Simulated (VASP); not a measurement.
# ZnS in VASP: further runs

ZnS is run at these levels: PBE; tasks: single point.

Everything below comes from runs of VASP 6.6.1. Logs are shortened: lines on timing, memory, paths and dates and some standing lists are left out, and cuts for length are marked.

## (1) The cell of the first run

It takes space group Imm2 (No. 44, orthorhombic). The conventional cell has a = 3.839 Å, b = 3.887 Å, c = 5.429 Å, α = 90.00°, β = 90.00°, γ = 90.00°. Zn (site symmetry mm2) has 4 S at 2.35 to 2.37 Å within 3.1 Å. Within 3.1 Å of S (site symmetry mm2) lie 4 Zn at 2.35 to 2.37 Å.

## (2) Single point, PBE (uniaxial strain along a: +1.0 %)

The input, INCAR:

```
PREC = Accurate ; ENCUT = 520
EDIFF = 1E-7 ; ISMEAR = 0
SIGMA = 0.02 ; LREAL = False
LASPH = True ; NELM = 80
ALGO = Normal ; ISIF = 2
LWAVE = False ; LCHARG = False
GGA = PE ; NBANDS = 26
```

The input, KPOINTS:

```
regular mesh
0
Gamma
  8 8 6
```

The input, POSCAR:

```
ZnS
1.0
    2.7483659556      2.7483659556      0.0000000000
   -2.7143515254      2.7143515254      0.0000000000
    0.0000000000      0.0000000000      5.4287030509
Zn S
2 2
Direct
    0.0000000000      0.0000000000      0.0000000000
    0.5000000000      0.5000000000      0.5000000000
    0.5000000000      0.0000000000      0.7500000000
    0.0000000000      0.5000000000      0.2500000000
```

Potentials or basis: VASP PAW PBE potentials, release 64 (Zn, S).

On the command line:

```sh
$ cat potpaw_PBE.64/Zn/POTCAR potpaw_PBE.64/S/POTCAR > POTCAR
$ mpirun -np 1 vasp_std > vasp.out
```

OUTCAR:

```text
PREC = Accurate
   ENCUT = 520
   EDIFF = 1E-7
   ISMEAR = 0
   LREAL = False
   LASPH = True
   NELM = 80
   ISIF = 2
   GGA = PE

 ion  position               nearest neighbor table
   1  0.000  0.000  0.000-   4 2.35   4 2.35   3 2.37   3 2.37
   2  0.500  0.500  0.500-   3 2.35   3 2.35   4 2.37   4 2.37
   3  0.500  0.000  0.750-   2 2.35   2 2.35   1 2.37   1 2.37
   4  0.000  0.500  0.250-   1 2.35   1 2.35   2 2.37   2 2.37

  LATTYP: Found a simple orthorhombic cell.
 ALAT       =     3.8386727403
 B/A-ratio  =     1.0125313283
 C/A-ratio  =     1.4142135624

  Lattice vectors:

 A1 = (   2.7143515254,  -2.7143515254,   0.0000000000)
 A2 = (   2.7483659556,   2.7483659556,   0.0000000000)
 A3 = (   0.0000000000,   0.0000000000,   5.4287030509)

Analysis of symmetry for initial positions (statically):
=====================================================================
 Subroutine PRICEL returns following result:

  LATTYP: Found a body centered orthorhombic cell.
 ALAT       =     3.8386727403
 B/A-ratio  =     1.0125313283
 C/A-ratio  =     1.4142135624

  Lattice vectors:

 A1 = (   2.7313587405,   0.0170072151,  -2.7143515255)
 A2 = (  -2.7313587405,  -0.0170072151,  -2.7143515255)
 A3 = (   0.0170072151,   2.7313587405,   2.7143515255)

   2 primitive cells build up your supercell.

 Routine SETGRP: Setting up the symmetry group for a
 simple orthorhombic supercell.

 Subroutine GETGRP returns: Found  4 space group operations
 (whereof  4 operations were pure point group operations)
 out of a pool of  8 trial point group operations.

The static configuration has the point symmetry C_2v.

Analysis of symmetry for dynamics (positions and initial velocities):
=====================================================================
 Subroutine PRICEL returns following result:

  LATTYP: Found a body centered orthorhombic cell.
 ALAT       =     3.8386727403
 B/A-ratio  =     1.0125313283
 C/A-ratio  =     1.4142135624

  Lattice vectors:

 A1 = (   2.7313587405,   0.0170072151,  -2.7143515255)
 A2 = (  -2.7313587405,  -0.0170072151,  -2.7143515255)
 A3 = (   0.0170072151,   2.7313587405,   2.7143515255)

   2 primitive cells build up your supercell.

 Routine SETGRP: Setting up the symmetry group for a
 simple orthorhombic supercell.

 Subroutine GETGRP returns: Found  4 space group operations
 (whereof  4 operations were pure point group operations)
 out of a pool of  8 trial point group operations.

The dynamic configuration has the point symmetry C_2v.

 Subroutine INISYM returns: Found  4 space group operations
 (whereof  4 operations are pure point group operations),
 and found     2 'primitive' translations

----------------------------------------------------------------------------------------

                                     Primitive cell

  volume of cell :      40.4983

  direct lattice vectors                    reciprocal lattice vectors
     2.731358741  0.017007215 -2.714351525     0.181926282  0.181926282 -0.184206060
    -2.731358741 -0.017007215 -2.714351525    -0.184206060  0.184206060 -0.184206060
     0.017007215  2.731358741  2.714351525    -0.002279778  0.366132342  0.000000000

  length of vectors
     3.850754993  3.850754993  3.850754993     0.316427269  0.319054255  0.366139440

  position of ions in fractional coordinates (direct lattice)
     0.000000000  0.000000000  0.000000000
     0.750000000  0.250000000  0.500000000

  ion indices of the primitive-cell ions
   primitive index   ion index
                 1           1
                 2           3

----------------------------------------------------------------------------------------

 KPOINTS: regular mesh

Automatic generation of k-mesh.
 Grid dimensions read from file:
 generate k-points for:    8    8    6

 Generating k-lattice:

  Cartesian coordinates                     Fractional coordinates (reciprocal lattice)
     0.022740785  0.022740785  0.000000000     0.125000000  0.000000000  0.000000000
    -0.023025758  0.023025758  0.000000000     0.000000000  0.125000000  0.000000000
     0.000000000  0.000000000  0.030701010     0.000000000  0.000000000  0.166666667

  Length of vectors
     0.032160327  0.032563339  0.030701010

  Shift w.r.t. Gamma in fractional coordinates (k-lattice)
     0.000000000  0.000000000  0.000000000

 Subroutine IBZKPT returns following result:
 ===========================================

 Found    100 irreducible k-points:

 Following reciprocal coordinates:
            Coordinates               Weight
  0.000000  0.000000  0.000000      1.000000
  0.125000  0.000000  0.000000      2.000000
  0.250000  0.000000  0.000000      2.000000
  0.375000  0.000000  0.000000      2.000000
  0.500000  0.000000  0.000000      1.000000
  0.000000  0.125000  0.000000      2.000000
[... 16 lines left out ...]
  0.250000  0.500000  0.000000      2.000000
  0.375000  0.500000  0.000000      2.000000
 [... further k-points ...]
   k-points           NKPTS =    100   k-points in BZ     NKDIM =    100   number of bands    NBANDS=     26
   number of dos      NEDOS =    301   number of ions     NIONS =      4
   total plane-waves  NPLWV =  36000
   dimension x,y,z NGX =    30 NGY =   30 NGZ =   40
   dimension x,y,z NGXF=    60 NGYF=   60 NGZF=   80
   ions per type =               2   2
   NGX,Y,Z   is equivalent  to a cutoff of  12.83, 12.99, 12.25 a.u.
   NGXF,Y,Z  is equivalent  to a cutoff of  25.66, 25.98, 24.50 a.u.
 SYSTEM =  unknown system
   PREC   = accura    normal or accurate (medium, high low for compatibility)
   ISTART =      0    job   : 0-new  1-cont  2-samecut
   ICHARG =      2    charge: 1-file 2-atom 10-const
   ISPIN  =      1    spin polarized calculation?
   LNONCOLLINEAR =      F non collinear calculations
   LSORBIT =      F    spin-orbit coupling
   LASPH  =      T    aspherical Exc in radial PAW
   ENCUT  =  520.0 eV  38.22 Ry    6.18 a.u.   7.23  7.14 10.09*2*pi/ulx,y,z
   NELM   =     80;   NELMIN=  2; NELMDL= -5     # of ELM steps
   EDIFF  = 0.1E-06   stopping-criterion for ELM
   LREAL  =      F    real-space projection
   EDIFFG = 0.1E-05   stopping-criterion for IOM
   NSW    =      0    number of steps for IOM
   IBRION =     -1    ionic relax: 0-MD 1-quasi-New 2-CG
   NFREE  =      0    steps in history (QN), initial steepest desc. (CG)
   ISIF   =      2    stress and relaxation
   ISYM   =      2    0-nonsym 1-usesym 2-fastsym
   POTIM  = 0.5000    time-step for ionic-motion
   TEBEG  =    0.0;   TEEND  =   0.0 temperature during run
   PSTRESS=    0.0 pullay stress
   NELECT =      36.0000    total number of electrons
   NUPDOWN=      -1.0000    fix difference up-down
   EMIN   =  10.00;   EMAX   =-10.00  energy-range for DOS
   EFERMI =   0.00;   METHOD = LEGACY
   ISMEAR =     0;   SIGMA  =   0.02  broadening in eV -4-tet -1-fermi 0-gaus
   EFERMI_NEDOS =   21; number of points for ismear=-14 and -15
   IALGO  =     38    algorithm
   IMIX   =      4    mixing-type and parameters
     AMIX     =   0.40;   BMIX     =  1.00
     AMIX_MAG =   1.60;   BMIX_MAG =  1.00
  volume/ion in A,a.u.               =      20.25       136.65
  Fermi-wavevector in a.u.,A,eV,Ry     =   1.249358  2.360943 21.237257  1.560894
  Thomas-Fermi vector in A             =   2.383402
   LORBIT       =      0    0 simple, 1 ext, 2 COOP (PROOUT), +10 PAW based schemes
   GGA     = PE    functional components
   LHFCALC =     F    Hartree Fock is set to
   AEXX    =    0.0000 exact exchange contribution
   IVDW    =     0    specifies the selected vdW correction
   LEPSILON=     F    determine dielectric tensor
   LRPA    =     F    only Hartree local field effects (RPA)
 non-spin polarized calculation
 Gauss-broadening in eV      SIGMA  =   0.02
  energy-cutoff  :      520.00
  volume of cell :       81.00
 maximum number of plane-waves:      2212
 NGX is ok and might be reduce to    30

 number of electron      35.9999982 magnetization

 Free energy of the ion-electron system (eV)
  ---------------------------------------------------
  ext. energy  EPLUGINS =         0.00000000
  ---------------------------------------------------
  free energy    TOTEN  =       -13.70240476 eV

  energy without entropy =      -13.70240476  energy(sigma->0) =      -13.70240476

 E-fermi :   2.0286     XC(G=0):  -9.5075

 val. band max:        1.8803955261   @ k =   0.0000   0.0000   0.0000
 cond. band min:       3.8659538784   @ k =   0.0000   0.0000   0.0000
 fundamental gap:      1.9855583523
 Fermi energy:         2.0286226979

 k-point     1 :       0.0000    0.0000    0.0000
  band No.  band energies     occupation
      1     -11.0953      2.00000
      2      -9.9138      2.00000
      3      -4.3778      2.00000
      4      -4.3764      2.00000
      5      -4.3697      2.00000
      6      -4.3685      2.00000
[... 18 lines left out ...]
     25      12.7085      0.00000
     26      13.6023      0.00000

 k-point     2 :       0.1250    0.0000    0.0000
  band No.  band energies     occupation
      1     -11.0219      2.00000
      2      -9.9168      2.00000
      3      -4.3686      2.00000
      4      -4.3665      2.00000
      5      -4.3526      2.00000
      6      -4.3419      2.00000
[... 18 lines left out ...]
     25      12.0870      0.00000
     26      12.8545      0.00000

 k-point     3 :       0.2500    0.0000    0.0000
  band No.  band energies     occupation
      1     -10.8187      2.00000
      2      -9.9460      2.00000
      3      -4.3523      2.00000
      4      -4.3349      2.00000
      5      -4.3117      2.00000
      6      -4.2843      2.00000
[... 18 lines left out ...]
     25      11.2293      0.00000
     26      11.6227      0.00000

 k-point     4 :       0.3750    0.0000    0.0000
  band No.  band energies     occupation
      1     -10.5364      2.00000
      2     -10.0481      2.00000
      3      -4.2885      2.00000
      4      -4.2823      2.00000
      5      -4.2629      2.00000
      6      -4.2573      2.00000
[... 18 lines left out ...]
     25      10.2717      0.00000
     26      10.5868      0.00000
[... 496 lines left out ...]
      1     -10.1853      2.00000
      2     -10.1853      2.00000
      3      -4.2523      2.00000
      4      -4.2523      2.00000
      5      -4.2173      2.00000
      6      -4.2173      2.00000
[... 18 lines left out ...]
     25      10.9222      0.00000
     26      10.9222      0.00000

 k-point    23 :       0.2500    0.5000    0.0000
  band No.  band energies     occupation
      1     -10.0812      2.00000
      2     -10.0812      2.00000
      3      -4.3121      2.00000
      4      -4.3121      2.00000
      5      -4.1497      2.00000
      6      -4.1497      2.00000
[... 18 lines left out ...]
     25      12.2621      0.00000
     26      12.2635      0.00000

 k-point    24 :       0.3750    0.5000    0.0000
  band No.  band energies     occupation
      1      -9.9710      2.00000
      2      -9.9710      2.00000
      3      -4.3596      2.00000
      4      -4.3596      2.00000
      5      -4.0803      2.00000
      6      -4.0803      2.00000
[... 18 lines left out ...]
     25      13.0542      0.00000
     26      13.0616      0.00000

 [... further k-points ...]
[... 5 lines left out ...]
  --------------------------------------------------------------------------------------
  -------------------------------------------------------------------------------------
  Total       -0.1119328     -0.1119328      0.0099034     -0.3951237      0.0000000      0.0000000
  in kB       -2.2141196     -2.2141196      0.1958968     -7.8158626      0.0000000      0.0000000
  external PRESSURE =      -1.4107808 kB  Pullay stress =       0.0000000 kB

 VOLUME and BASIS-vectors are now :
 -----------------------------------------------------------------------------
  energy-cutoff  :      520.00
  volume of cell :       81.00
      direct lattice vectors                 reciprocal lattice vectors
     2.748365956  2.748365956  0.000000000     0.181926282  0.181926282  0.000000000
    -2.714351525  2.714351525  0.000000000    -0.184206060  0.184206060  0.000000000
     0.000000000  0.000000000  5.428703051     0.000000000  0.000000000  0.184206060

 POSITION                                       TOTAL-FORCE (eV/Angst)
 -----------------------------------------------------------------------------------
      0.00000      0.00000      0.00000        -0.000000      0.000000     -0.059990
      0.01701      2.73136      2.71435         0.000000     -0.000000     -0.059990
      1.37418      1.37418      4.07153        -0.000000      0.000000      0.059990
     -1.35718      1.35718      1.35718         0.000000      0.000000      0.059990
 -----------------------------------------------------------------------------------
    total drift:                               -0.000000      0.000000     -0.000057

  FREE ENERGIE OF THE ION-ELECTRON SYSTEM (eV)
  ---------------------------------------------------
  free  energy   TOTEN  =       -13.7024047556 eV

  energy  without entropy=      -13.7024047556  energy(sigma->0) =      -13.70240476
```

It took 93 s on 1 thread of AMD EPYC 9R45 (Zen 5), shared host; peak memory 0.27 GiB.

Results:

```yaml
Free_energy: -13.7024 eV
Pressure: -0.1 GPa
Largest_force: 0.060 eV/Å
Band_gap_on_the_k_mesh: 1.99 eV
```

Forces in eV/Å, atoms in the order of the input:
```
Zn   0.000  0.000 -0.060
Zn   0.000  0.000 -0.060
S    0.000  0.000  0.060
S    0.000  0.000  0.060
```

Stress tensor (GPa, compression positive):
```
-0.22 -0.78  0.00
-0.78 -0.22  0.00
 0.00  0.00  0.02
```

Caveat: the cell differs from its parent crystal (uniaxial strain along a: +1.0 %).

## (3) Single point, PBE

This run uses another cell than the first one: it holds 32 atoms, not 4.

The input, INCAR:

```
SYSTEM = ZnS
ALGO = Normal
EDIFF = 1E-6
ENCUT = 520
GGA = PE
ISIF = 2
ISMEAR = 0
LASPH = .TRUE.
LCHARG = .FALSE.
LREAL = Auto
LWAVE = .FALSE.
NBANDS = 166
NELM = 60
PREC = Accurate
SIGMA = 0.01
```

The input, KPOINTS:

```
k-points
0
G
  3 3 3
  0 0 0
```

The input, POSCAR:

```
ZnS
1.0
   -5.4423087484      5.4423087484      5.4423087484
    5.4423087484     -5.4423087484      5.4423087484
    5.4423087484      5.4423087484     -5.4423087484
Zn S
16 16
Direct
    0.5000000000      0.5000000000      0.0000000000
    0.5000000000      0.7500000000      0.7500000000
    0.5000000000      0.0000000000      0.5000000000
    0.7500000000      0.2500000000      0.0000000000
    0.5000000000      0.2500000000      0.2500000000
    0.7500000000      0.5000000000      0.7500000000
    0.7500000000      0.7500000000      0.5000000000
    0.0000000000      0.0000000000      0.0000000000
    0.7500000000      0.0000000000      0.2500000000
    0.0000000000      0.2500000000      0.7500000000
    0.0000000000      0.5000000000      0.5000000000
    0.2500000000      0.7500000000      0.0000000000
    0.0000000000      0.7500000000      0.2500000000
    0.2500000000      0.0000000000      0.7500000000
    0.2500000000      0.2500000000      0.5000000000
    0.2500000000      0.5000000000      0.2500000000
    0.2500000000      0.5000000000      0.0000000000
    0.2500000000      0.7500000000      0.7500000000
    0.2500000000      0.0000000000      0.5000000000
    0.5000000000      0.2500000000      0.0000000000
    0.2500000000      0.2500000000      0.2500000000
    0.5000000000      0.5000000000      0.7500000000
    0.5000000000      0.7500000000      0.5000000000
    0.7500000000      0.0000000000      0.0000000000
    0.5000000000      0.0000000000      0.2500000000
    0.7500000000      0.2500000000      0.7500000000
    0.7500000000      0.5000000000      0.5000000000
    0.0000000000      0.7500000000      0.0000000000
    0.7500000000      0.7500000000      0.2500000000
    0.0000000000      0.0000000000      0.7500000000
    0.0000000000      0.2500000000      0.5000000000
    0.0000000000      0.5000000000      0.2500000000
```

Potentials or basis: VASP PAW PBE potentials, release 64 (Zn, S).

On the command line:

```sh
$ cat potpaw_PBE.64/Zn/POTCAR potpaw_PBE.64/S/POTCAR > POTCAR
$ mpirun -np 1 vasp_std > vasp.out
```

OUTCAR:

```text
SYSTEM = ZnS
   EDIFF = 1E-6
   ENCUT = 520
   GGA = PE
   ISIF = 2
   ISMEAR = 0
   LASPH = .TRUE.
   LREAL = Auto
   NELM = 60
   PREC = Accurate

 ion  position               nearest neighbor table
   1  0.500  0.500  0.000-  17 2.36  20 2.36  22 2.36  29 2.36
   2  0.500  0.750  0.750-  18 2.36  22 2.36  23 2.36  24 2.36
   3  0.500  0.000  0.500-  19 2.36  23 2.36  25 2.36  26 2.36
   4  0.750  0.250  0.000-  20 2.36  24 2.36  26 2.36  32 2.36
   5  0.500  0.250  0.250-  20 2.36  21 2.36  25 2.36  27 2.36
   6  0.750  0.500  0.750-  22 2.36  26 2.36  27 2.36  28 2.36
[... 24 lines left out ...]
  31  0.000  0.250  0.500-   9 2.36  10 2.36  11 2.36  15 2.36
  32  0.000  0.500  0.250-   4 2.36  11 2.36  13 2.36  16 2.36

  LATTYP: Found a body centered cubic cell.
 ALAT       =    10.8846174968

  Lattice vectors:

 A1 = (  -5.4423087484,   5.4423087484,   5.4423087484)
 A2 = (   5.4423087484,  -5.4423087484,   5.4423087484)
 A3 = (   5.4423087484,   5.4423087484,  -5.4423087484)

Analysis of symmetry for initial positions (statically):
[... 179 lines left out ...]

 k-point     1 :       0.0000    0.0000    0.0000
  band No.  band energies     occupation
      1     -11.0838      2.00000
      2     -10.2198      2.00000
      3     -10.2198      2.00000
      4     -10.2198      2.00000
      5     -10.2198      2.00000
      6     -10.2198      2.00000
[... 625 lines left out ...]
    155       6.4739      0.00000
    156       6.7784      0.00000
 [bands above 156 left out]

------------------------ aborting loop because EDIFF is reached ----------------------------------------

  FORCE on cell =-STRESS in cart. coord.  units (eV):
  Direction    XX          YY          ZZ          XY          YZ          ZX
  --------------------------------------------------------------------------------------
  -------------------------------------------------------------------------------------
  Total        0.7936456      0.7936456      0.7936456     -0.0000000      0.0000000      0.0000000
  in kB        1.9720942      1.9720942      1.9720942     -0.0000000      0.0000000      0.0000000
  external PRESSURE =       1.9720942 kB  Pullay stress =       0.0000000 kB

 VOLUME and BASIS-vectors are now :
 -----------------------------------------------------------------------------
  energy-cutoff  :      520.00
  volume of cell :      644.78
      direct lattice vectors                 reciprocal lattice vectors
    -5.442308748  5.442308748  5.442308748     0.000000000  0.091872774  0.091872774
     5.442308748 -5.442308748  5.442308748     0.091872774  0.000000000  0.091872774
     5.442308748  5.442308748 -5.442308748     0.091872774  0.091872774  0.000000000

 POSITION                                       TOTAL-FORCE (eV/Angst)
 -----------------------------------------------------------------------------------
      0.00000      0.00000      5.44231         0.000000      0.000000     -0.000000
      5.44231      2.72115      2.72115         0.000000      0.000000      0.000000
      0.00000      5.44231      0.00000         0.000000      0.000000     -0.000000
     -2.72115      2.72115      5.44231         0.000000      0.000000      0.000000
      0.00000      2.72115      2.72115         0.000000      0.000000      0.000000
      2.72115      5.44231      2.72115         0.000000      0.000000      0.000000
[... 24 lines left out ...]
      4.08173      1.36058     -1.36058        -0.000000     -0.000000      0.000000
      4.08173     -1.36058      1.36058        -0.000000      0.000000     -0.000000
 -----------------------------------------------------------------------------------
    total drift:                               -0.000265     -0.000265     -0.000266

  FREE ENERGIE OF THE ION-ELECTRON SYSTEM (eV)
  ---------------------------------------------------
  free  energy   TOTEN  =      -109.6531203971 eV

  energy  without entropy=     -109.6531203971  energy(sigma->0) =     -109.65312040
```

stdout:

```text
POSCAR found type information on POSCAR ZnS
 POSCAR found :  2 types and      32 ions
 scaLAPACK will be used
 LDA part: xc-table for (Slater+PW92), standard interpolation
 POSCAR, INCAR and KPOINTS ok, starting setup
 FFT: planning ... GRIDC
 FFT: planning ... GRID_SOFT
 FFT: planning ... GRID
 WAVECAR not read
 entering main loop
```

Run time: 23 min. Hardware: 1 thread of Intel Xeon Platinum 8259CL at 2.50GHz (Skylake/Cascade Lake), shared host; peak memory 0.83 GiB.

Results:

| Item | Value |
| --- | --- |
| Free energy | -109.6531 eV |
| Pressure | 0.2 GPa |
| Band gap on the k mesh | 2.02 eV |
